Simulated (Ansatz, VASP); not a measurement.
MgO in VASP and in Ansatz

```
CELL_PARAMETERS angstrom
11.80000 0.00000 0.00000
0.00000 11.70000 0.00000
0.00000 0.00000 12.20000
ATOMIC_POSITIONS crystal
Mg 0.49981 0.45870 0.63078
Mg 0.37108 0.46671 0.45518
Mg 0.55891 0.34624 0.45339
Mg 0.56849 0.57041 0.45622
O 0.49944 0.46253 0.35239
O 0.42320 0.33861 0.54605
O 0.64229 0.45363 0.54718
O 0.43389 0.58734 0.54921
```

Alike in both runs: functional PBE; k mesh 1 × 1 × 1; occupations gaussian, width 0.05 eV; collinear spin.

Ansatz relaxed the structure, and its values are those at the end. VASP's run is a single point on that final structure, the one shown.

|  | VASP | Ansatz |
| --- | --- | --- |
| version | VASP 6.6.1 | Ansatz 0.2.0 |
| potentials or method | VASP PAW PBE potentials, release 64 (Mg, O), cutoff 520 eV | scalar-relativistic, plane waves, PAW |
| valence electrons in the cell | 32 | 64 |

Ansatz gave:

```
gap on the k mesh at the Fermi level (eV) : 2.33
rms of the force components (eV/Å)        : 0.002
net moment per atom (μB)                  : 0.00
```

Q: Estimate VASP's values.

A: gap on the k mesh at the Fermi level (eV): 2.27; rms of the force components (eV/Å): 0.030; net moment per atom (μB): 0.00.

With one functional, cell and mesh, what is left measures potentials, basis and numerics. VASP's potentials hold 32 valence electrons a cell and Ansatz's 64, so a difference there can come from the potentials and not from the codes. Ansatz's warnings: seeded moment not kept, xc potential rough in thin density.
